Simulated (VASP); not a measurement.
# RbRhO3 (Pm-3m) in VASP: a series of runs

RbRhO3 is run at these levels: LDA; tasks: single point.

Everything below comes from runs of VASP 6.6.1. Logs are shortened: lines on timing, memory, paths and dates and some standing lists are left out, and cuts for length are marked.

## (1) The cell of the first run

The structure is cubic, space group Pm-3m (No. 221). The conventional cell has a = 4.043 Å, b = 4.043 Å, c = 4.043 Å, α = 90.00°, β = 90.00°, γ = 90.00°. Rb (site symmetry m-3m) has 12 O at 2.86 Å and 8 Rh at 3.50 Å within 3.8 Å. Rh (site symmetry m-3m) has 6 O at 2.02 Å within 2.7 Å. Within 2.7 Å of O (site symmetry 4/mmm) lie 2 Rh at 2.02 Å.

## (2) Single point, LDA

INCAR reads:

```
SYSTEM = RbRhO3
PREC = Accurate
ENCUT = 520
EDIFF = 1E-6
ISMEAR = 1
SIGMA = 0.5
LREAL = .FALSE.
LASPH = .TRUE.
NELM = 80
ALGO = Normal
ISIF = 2
LWAVE = .FALSE.
LCHARG = .FALSE.
NBANDS = 29
```

KPOINTS reads:

```
regular mesh
0
G
  6 6 6
  0 0 0
```

POSCAR reads:

```
RbRhO3
1.0
    4.0427080000      0.0000000000      0.0000000000
    0.0000000000      4.0427080000      0.0000000000
    0.0000000000      0.0000000000      4.0427080000
Rb Rh O
1 1 3
Direct
    0.0000000000      0.0000000000      0.0000000000
    0.5000000000      0.5000000000      0.5000000000
    0.5000000000      0.5000000000      0.0000000000
    0.5000000000      0.0000000000      0.5000000000
    0.0000000000      0.5000000000      0.5000000000
```

Potentials or basis: VASP PAW LDA potentials, release 64 (Rb_sv, Rh_pv, O).

On the command line:

```sh
cat potpaw_LDA.64/Rb_sv/POTCAR potpaw_LDA.64/Rh_pv/POTCAR potpaw_LDA.64/O/POTCAR > POTCAR
mpirun -np 1 vasp_std > vasp.out
```

OUTCAR:

```text
SYSTEM = RbRhO3
   PREC = Accurate
   ENCUT = 520
   EDIFF = 1E-6
   ISMEAR = 1
   LREAL = .FALSE.
   LASPH = .TRUE.
   NELM = 80
   ISIF = 2

 ion  position               nearest neighbor table
   1  0.000  0.000  0.000-   3 2.86   4 2.86   5 2.86   4 2.86   5 2.86   3 2.86   5 2.86   5 2.86
                             3 2.86   4 2.86   4 2.86   3 2.86   2 3.50   2 3.50   2 3.50   2 3.50
   2  0.500  0.500  0.500-   3 2.02   4 2.02   5 2.02   3 2.02   4 2.02   5 2.02   1 3.50   1 3.50
                             1 3.50   1 3.50   1 3.50   1 3.50   1 3.50   1 3.50
   3  0.500  0.500  0.000-   2 2.02   2 2.02   1 2.86   1 2.86   1 2.86   1 2.86
   4  0.500  0.000  0.500-   2 2.02   2 2.02   1 2.86   1 2.86   1 2.86   1 2.86
   5  0.000  0.500  0.500-   2 2.02   2 2.02   1 2.86   1 2.86   1 2.86   1 2.86

  LATTYP: Found a simple cubic cell.
 ALAT       =     4.0427080000

  Lattice vectors:

 A1 = (   4.0427080000,   0.0000000000,   0.0000000000)
 A2 = (   0.0000000000,   4.0427080000,   0.0000000000)
 A3 = (   0.0000000000,   0.0000000000,   4.0427080000)

Analysis of symmetry for initial positions (statically):
=====================================================================
 Subroutine PRICEL returns:
 Original cell was already a primitive cell.

 Routine SETGRP: Setting up the symmetry group for a
 simple cubic supercell.

 Subroutine GETGRP returns: Found 48 space group operations
 (whereof 48 operations were pure point group operations)
 out of a pool of 48 trial point group operations.

The static configuration has the point symmetry O_h .

Analysis of symmetry for dynamics (positions and initial velocities):
=====================================================================
 Subroutine PRICEL returns:
 Original cell was already a primitive cell.

 Routine SETGRP: Setting up the symmetry group for a
 simple cubic supercell.

 Subroutine GETGRP returns: Found 48 space group operations
 (whereof 48 operations were pure point group operations)
 out of a pool of 48 trial point group operations.

The dynamic configuration has the point symmetry O_h .

 Subroutine INISYM returns: Found 48 space group operations
 (whereof 48 operations are pure point group operations),
 and found     1 'primitive' translations

----------------------------------------------------------------------------------------

                                     Primitive cell

  volume of cell :      66.0719

  direct lattice vectors                    reciprocal lattice vectors
     4.042708000  0.000000000  0.000000000     0.247358949  0.000000000  0.000000000
     0.000000000  4.042708000  0.000000000     0.000000000  0.247358949  0.000000000
     0.000000000  0.000000000  4.042708000     0.000000000  0.000000000  0.247358949

  length of vectors
     4.042708000  4.042708000  4.042708000     0.247358949  0.247358949  0.247358949

  position of ions in fractional coordinates (direct lattice)
     0.000000000  0.000000000  0.000000000
     0.500000000  0.500000000  0.500000000
     0.500000000  0.500000000  0.000000000
     0.500000000  0.000000000  0.500000000
     0.000000000  0.500000000  0.500000000

  ion indices of the primitive-cell ions
   primitive index   ion index
                 1           1
                 2           2
                 3           3
                 4           4
                 5           5

----------------------------------------------------------------------------------------

 KPOINTS: regular mesh

Automatic generation of k-mesh.
 Grid dimensions read from file:
 generate k-points for:    6    6    6

 Generating k-lattice:

  Cartesian coordinates                     Fractional coordinates (reciprocal lattice)
     0.041226491  0.000000000  0.000000000     0.166666667  0.000000000  0.000000000
     0.000000000  0.041226491  0.000000000     0.000000000  0.166666667  0.000000000
     0.000000000  0.000000000  0.041226491     0.000000000  0.000000000  0.166666667

  Length of vectors
     0.041226491  0.041226491  0.041226491

  Shift w.r.t. Gamma in fractional coordinates (k-lattice)
     0.000000000  0.000000000  0.000000000

 Subroutine IBZKPT returns following result:
 ===========================================

 Found     20 irreducible k-points:

 Following reciprocal coordinates:
            Coordinates               Weight
  0.000000  0.000000  0.000000      1.000000
  0.166667  0.000000  0.000000      6.000000
  0.333333  0.000000  0.000000      6.000000
  0.500000  0.000000  0.000000      3.000000
  0.166667  0.166667  0.000000     12.000000
  0.333333  0.166667  0.000000     24.000000
[... 12 lines left out ...]
  0.500000  0.500000  0.333333      6.000000
  0.500000  0.500000  0.500000      1.000000
   k-points           NKPTS =     20   k-points in BZ     NKDIM =     20   number of bands    NBANDS=     29
   number of dos      NEDOS =    301   number of ions     NIONS =      5
   total plane-waves  NPLWV =  27000
   dimension x,y,z NGX =    30 NGY =   30 NGZ =   30
   dimension x,y,z NGXF=    60 NGYF=   60 NGZF=   60
   ions per type =               1   1   3
   NGX,Y,Z   is equivalent  to a cutoff of  12.34, 12.34, 12.34 a.u.
   NGXF,Y,Z  is equivalent  to a cutoff of  24.67, 24.67, 24.67 a.u.
 SYSTEM =  RbRhO3
   PREC   = accura    normal or accurate (medium, high low for compatibility)
   ISTART =      0    job   : 0-new  1-cont  2-samecut
   ICHARG =      2    charge: 1-file 2-atom 10-const
   ISPIN  =      1    spin polarized calculation?
   LNONCOLLINEAR =      F non collinear calculations
   LSORBIT =      F    spin-orbit coupling
   LASPH  =      T    aspherical Exc in radial PAW
   ENCUT  =  520.0 eV  38.22 Ry    6.18 a.u.   7.52  7.52  7.52*2*pi/ulx,y,z
   NELM   =     80;   NELMIN=  2; NELMDL= -5     # of ELM steps
   EDIFF  = 0.1E-05   stopping-criterion for ELM
   LREAL  =      F    real-space projection
   EDIFFG = 0.1E-04   stopping-criterion for IOM
   NSW    =      0    number of steps for IOM
   IBRION =     -1    ionic relax: 0-MD 1-quasi-New 2-CG
   NFREE  =      0    steps in history (QN), initial steepest desc. (CG)
   ISIF   =      2    stress and relaxation
   ISYM   =      2    0-nonsym 1-usesym 2-fastsym
   POTIM  = 0.5000    time-step for ionic-motion
   TEBEG  =    0.0;   TEEND  =   0.0 temperature during run
   PSTRESS=    0.0 pullay stress
   NELECT =      42.0000    total number of electrons
   NUPDOWN=      -1.0000    fix difference up-down
   EMIN   =  10.00;   EMAX   =-10.00  energy-range for DOS
   EFERMI =   0.00;   METHOD = LEGACY
   ISMEAR =     1;   SIGMA  =   0.50  broadening in eV -4-tet -1-fermi 0-gaus
   EFERMI_NEDOS =   21; number of points for ismear=-14 and -15
   IALGO  =     38    algorithm
   IMIX   =      4    mixing-type and parameters
     AMIX     =   0.40;   BMIX     =  1.00
     AMIX_MAG =   1.60;   BMIX_MAG =  1.00
  volume/ion in A,a.u.               =      13.21        89.18
  Fermi-wavevector in a.u.,A,eV,Ry     =   1.407620  2.660017 26.958518  1.981395
  Thomas-Fermi vector in A             =   2.529861
   LORBIT       =      0    0 simple, 1 ext, 2 COOP (PROOUT), +10 PAW based schemes
   GGA     = CA    functional components
   LHFCALC =     F    Hartree Fock is set to
   AEXX    =    0.0000 exact exchange contribution
   IVDW    =     0    specifies the selected vdW correction
   LEPSILON=     F    determine dielectric tensor
   LRPA    =     F    only Hartree local field effects (RPA)
 non-spin polarized calculation
 Methfessel and Paxton  Order N= 1 SIGMA  =   0.50
  energy-cutoff  :      520.00
  volume of cell :       66.07
 maximum number of plane-waves:      1800
   NGX = 15   NGY = 15   NGZ = 15

 number of electron      41.9999988 magnetization

 Free energy of the ion-electron system (eV)
  ---------------------------------------------------
  ext. energy  EPLUGINS =         0.00000000
  ---------------------------------------------------
  free energy    TOTEN  =       -30.89713914 eV

  energy without entropy =      -30.74811098  energy(sigma->0) =      -30.84746308

 E-fermi :   2.6949     XC(G=0): -11.4916

 val. band max:        2.6818840906   @ k =   0.3333   0.1667   0.0000
 cond. band min:       2.7387953721   @ k =   0.3333   0.3333   0.1667
 fundamental gap:      0.0569112814
 Fermi energy:         2.6949279230

 k-point     1 :       0.0000    0.0000    0.0000
  band No.  band energies     occupation
      1     -45.0700      2.00000
      2     -45.0700      2.00000
      3     -45.0700      2.00000
      4     -21.1666      2.00000
      5     -14.8609      2.00000
      6     -14.1522      2.00000
[... 21 lines left out ...]
     28      13.4634      0.00000
     29      13.4634      0.00000

 k-point     2 :       0.1667    0.0000    0.0000
  band No.  band energies     occupation
      1     -45.0716      2.00000
      2     -45.0699      2.00000
      3     -45.0699      2.00000
      4     -21.1490      2.00000
      5     -14.8270      2.00000
      6     -14.1468      2.00000
[... 21 lines left out ...]
     28      13.4343      0.00000
     29      13.5955      0.00000

 k-point     3 :       0.3333    0.0000    0.0000
  band No.  band energies     occupation
      1     -45.0747      2.00000
      2     -45.0698      2.00000
      3     -45.0698      2.00000
      4     -21.1133      2.00000
      5     -14.8106      2.00000
      6     -14.1353      2.00000
[... 21 lines left out ...]
     28      13.3743      0.00000
     29      13.8005      0.00000

 k-point     4 :       0.5000    0.0000    0.0000
  band No.  band energies     occupation
      1     -45.0763      2.00000
      2     -45.0697      2.00000
      3     -45.0697      2.00000
      4     -21.0952      2.00000
      5     -14.8226      2.00000
      6     -14.1296      2.00000
[... 469 lines left out ...]
     28      13.9819      0.00000
     29      14.3951      0.00000

 k-point    19 :       0.5000    0.5000    0.3333
  band No.  band energies     occupation
      1     -45.0757      2.00000
      2     -45.0757      2.00000
      3     -45.0740      2.00000
      4     -21.0222      2.00000
      5     -14.0117      2.00000
      6     -13.8745      2.00000
[... 21 lines left out ...]
     28      14.1264      0.00000
     29      14.8791      0.00000

 k-point    20 :       0.5000    0.5000    0.5000
  band No.  band energies     occupation
      1     -45.0756      2.00000
      2     -45.0756      2.00000
      3     -45.0756      2.00000
      4     -21.0133      2.00000
      5     -13.8551      2.00000
      6     -13.8551      2.00000
[... 21 lines left out ...]
     28      14.2617      0.00000
     29      15.6709      0.00000

------------------------ aborting loop because EDIFF is reached ----------------------------------------

  FORCE on cell =-STRESS in cart. coord.  units (eV):
  Direction    XX          YY          ZZ          XY          YZ          ZX
  --------------------------------------------------------------------------------------
  -------------------------------------------------------------------------------------
  Total       -5.8859731     -5.8859731     -5.8859731     -0.0000000     -0.0000000     -0.0000000
  in kB     -142.7288380   -142.7288380   -142.7288380     -0.0000000     -0.0000000     -0.0000000
  external PRESSURE =    -142.7288380 kB  Pullay stress =       0.0000000 kB

 VOLUME and BASIS-vectors are now :
 -----------------------------------------------------------------------------
  energy-cutoff  :      520.00
  volume of cell :       66.07
      direct lattice vectors                 reciprocal lattice vectors
     4.042708000  0.000000000  0.000000000     0.247358949  0.000000000  0.000000000
     0.000000000  4.042708000  0.000000000     0.000000000  0.247358949  0.000000000
     0.000000000  0.000000000  4.042708000     0.000000000  0.000000000  0.247358949

 POSITION                                       TOTAL-FORCE (eV/Angst)
 -----------------------------------------------------------------------------------
      0.00000      0.00000      0.00000         0.000000      0.000000      0.000000
      2.02135      2.02135      2.02135         0.000000      0.000000      0.000000
      2.02135      2.02135      0.00000         0.000000      0.000000      0.000000
      2.02135      0.00000      2.02135         0.000000      0.000000      0.000000
      0.00000      2.02135      2.02135         0.000000      0.000000      0.000000
 -----------------------------------------------------------------------------------
    total drift:                                0.000000      0.000000     -0.000000

  FREE ENERGIE OF THE ION-ELECTRON SYSTEM (eV)
  ---------------------------------------------------
  free  energy   TOTEN  =       -30.8971391374 eV

  energy  without entropy=      -30.7481109799  energy(sigma->0) =      -30.84746308
```

Run time: 76 s. Hardware: 1 thread of Intel Xeon 8259CL, shared host; peak memory 0.17 GiB.

Results:

* Free energy: -30.8971 eV
* Pressure: -14.3 GPa
* Band gap on the k mesh: zero (bands 21 and 22 overlap by 1.71 eV)

Caveat: the cell stands under tension; so wide a smearing shifts energies and pressures.

## (3) Single point, LDA

INCAR reads:

```
PREC = Accurate
ENCUT = 520
EDIFF = 1E-7
ISMEAR = 1
SIGMA = 0.3
LREAL = F
LASPH = T
NELM = 100
ALGO = Normal
ISIF = 2
LWAVE = F
LCHARG = F
GGA = CA
NBANDS = 29
```

KPOINTS reads:

```
regular mesh
0
Gamma
  6 6 6
```

POSCAR is that of step 2.

Potentials or basis: VASP PAW LDA potentials, release 64 (Rb_sv, Rh_pv, O).

On the command line:

```sh
cat potpaw_LDA.64/Rb_sv/POTCAR potpaw_LDA.64/Rh_pv/POTCAR potpaw_LDA.64/O/POTCAR > POTCAR
mpirun -np 1 vasp_std > vasp.out
```

OUTCAR:

```text
PREC = Accurate
   ENCUT = 520
   EDIFF = 1E-7
   ISMEAR = 1
   LREAL = F
   LASPH = T
   NELM = 100
   ISIF = 2
   GGA = CA

 ion  position               nearest neighbor table
   1  0.000  0.000  0.000-   3 2.86   4 2.86   5 2.86   4 2.86   5 2.86   3 2.86   5 2.86   5 2.86
                             3 2.86   4 2.86   4 2.86   3 2.86   2 3.50   2 3.50   2 3.50   2 3.50
   2  0.500  0.500  0.500-   3 2.02   4 2.02   5 2.02   3 2.02   4 2.02   5 2.02   1 3.50   1 3.50
                             1 3.50   1 3.50   1 3.50   1 3.50   1 3.50   1 3.50
   3  0.500  0.500  0.000-   2 2.02   2 2.02   1 2.86   1 2.86   1 2.86   1 2.86
   4  0.500  0.000  0.500-   2 2.02   2 2.02   1 2.86   1 2.86   1 2.86   1 2.86
   5  0.000  0.500  0.500-   2 2.02   2 2.02   1 2.86   1 2.86   1 2.86   1 2.86

  LATTYP: Found a simple cubic cell.
 ALAT       =     4.0427080000

  Lattice vectors:

 A1 = (   4.0427080000,   0.0000000000,   0.0000000000)
 A2 = (   0.0000000000,   4.0427080000,   0.0000000000)
 A3 = (   0.0000000000,   0.0000000000,   4.0427080000)

Analysis of symmetry for initial positions (statically):
=====================================================================
 Subroutine PRICEL returns:
 Original cell was already a primitive cell.

 Routine SETGRP: Setting up the symmetry group for a
 simple cubic supercell.

 Subroutine GETGRP returns: Found 48 space group operations
 (whereof 48 operations were pure point group operations)
 out of a pool of 48 trial point group operations.

The static configuration has the point symmetry O_h .

Analysis of symmetry for dynamics (positions and initial velocities):
=====================================================================
 Subroutine PRICEL returns:
 Original cell was already a primitive cell.

 Routine SETGRP: Setting up the symmetry group for a
 simple cubic supercell.

 Subroutine GETGRP returns: Found 48 space group operations
[... 122 lines left out ...]
   IMIX   =      4    mixing-type and parameters
     AMIX     =   0.40;   BMIX     =  1.00
     AMIX_MAG =   1.60;   BMIX_MAG =  1.00
  volume/ion in A,a.u.               =      13.21        89.18
  Fermi-wavevector in a.u.,A,eV,Ry     =   1.407620  2.660017 26.958518  1.981395
  Thomas-Fermi vector in A             =   2.529861
   LORBIT       =      0    0 simple, 1 ext, 2 COOP (PROOUT), +10 PAW based schemes
   GGA     = CA    functional components
   LHFCALC =     F    Hartree Fock is set to
   AEXX    =    0.0000 exact exchange contribution
   IVDW    =     0    specifies the selected vdW correction
   LEPSILON=     F    determine dielectric tensor
   LRPA    =     F    only Hartree local field effects (RPA)
 non-spin polarized calculation
 Methfessel and Paxton  Order N= 1 SIGMA  =   0.30
  energy-cutoff  :      520.00
  volume of cell :       66.07
 maximum number of plane-waves:      1800
   NGX = 15   NGY = 15   NGZ = 15

 number of electron      41.9999988 magnetization

 Free energy of the ion-electron system (eV)
  ---------------------------------------------------
  ext. energy  EPLUGINS =         0.00000000
  ---------------------------------------------------
  free energy    TOTEN  =       -30.84602241 eV

  energy without entropy =      -30.79695607  energy(sigma->0) =      -30.82966697

 E-fermi :   2.7047     XC(G=0): -11.4914

 val. band max:        2.6907324366   @ k =   0.3333   0.1667   0.0000
 cond. band min:       2.7437531017   @ k =   0.3333   0.3333   0.1667
 fundamental gap:      0.0530206651
 Fermi energy:         2.7046758904

 k-point     1 :       0.0000    0.0000    0.0000
  band No.  band energies     occupation
      1     -45.0558      2.00000
      2     -45.0558      2.00000
      3     -45.0558      2.00000
      4     -21.1740      2.00000
      5     -14.8597      2.00000
      6     -14.1503      2.00000
[... 629 lines left out ...]
     28      14.2592      0.00000
     29      15.6655      0.00000

------------------------ aborting loop because EDIFF is reached ----------------------------------------

  FORCE on cell =-STRESS in cart. coord.  units (eV):
  Direction    XX          YY          ZZ          XY          YZ          ZX
  --------------------------------------------------------------------------------------
  -------------------------------------------------------------------------------------
  Total       -5.9654632     -5.9654632     -5.9654632      0.0000000      0.0000000      0.0000000
  in kB     -144.6563921   -144.6563921   -144.6563921      0.0000000      0.0000000      0.0000000
  external PRESSURE =    -144.6563921 kB  Pullay stress =       0.0000000 kB

 VOLUME and BASIS-vectors are now :
 -----------------------------------------------------------------------------
  energy-cutoff  :      520.00
  volume of cell :       66.07
      direct lattice vectors                 reciprocal lattice vectors
     4.042708000  0.000000000  0.000000000     0.247358949  0.000000000  0.000000000
     0.000000000  4.042708000  0.000000000     0.000000000  0.247358949  0.000000000
     0.000000000  0.000000000  4.042708000     0.000000000  0.000000000  0.247358949

 POSITION                                       TOTAL-FORCE (eV/Angst)
 -----------------------------------------------------------------------------------
      0.00000      0.00000      0.00000         0.000000      0.000000      0.000000
      2.02135      2.02135      2.02135         0.000000      0.000000      0.000000
      2.02135      2.02135      0.00000         0.000000      0.000000      0.000000
      2.02135      0.00000      2.02135         0.000000      0.000000      0.000000
      0.00000      2.02135      2.02135         0.000000      0.000000      0.000000
 -----------------------------------------------------------------------------------
    total drift:                                0.000000      0.000000     -0.000000

  FREE ENERGIE OF THE ION-ELECTRON SYSTEM (eV)
  ---------------------------------------------------
  free  energy   TOTEN  =       -30.8460224109 eV

  energy  without entropy=      -30.7969560733  energy(sigma->0) =      -30.82966697
```

Run time: 87 s. Hardware: 1 thread of Intel Xeon 8259CL, shared host; peak memory 0.17 GiB.

Results:

| Property | Result |
| --- | --- |
| Free energy | -30.8460 eV |
| Pressure | -14.5 GPa |
| Band gap on the k mesh | zero (bands 21 and 22 overlap by 1.72 eV) |

Levels at points of the mesh, in eV from the Fermi level:
```csv
k point,band 17,band 18,band 19,band 20,band 21,band 22,band 23,band 24,band 25,band 26
"(0.00, 0.00, 0.00)",-1.54,-1.54,-1.54,-1.08,-1.08,-1.08,-1.00,-1.00,6.32,7.37
"(0.50, 0.00, 0.00)",-2.49,-1.99,-1.53,-1.53,-1.00,0.23,0.23,2.12,8.74,8.92
"(0.50, 0.50, 0.00)",-1.54,-1.54,-0.62,0.09,0.09,0.26,0.47,4.54,9.41,10.07
"(0.50, 0.50, 0.50)",-0.58,-0.58,-0.58,0.64,0.64,0.64,4.54,4.54,8.25,8.25
```

Caveat: the cell stands under tension; so wide a smearing shifts energies and pressures.

The gap in the log of VASP goes by the Fermi energy; the results here count the filled bands.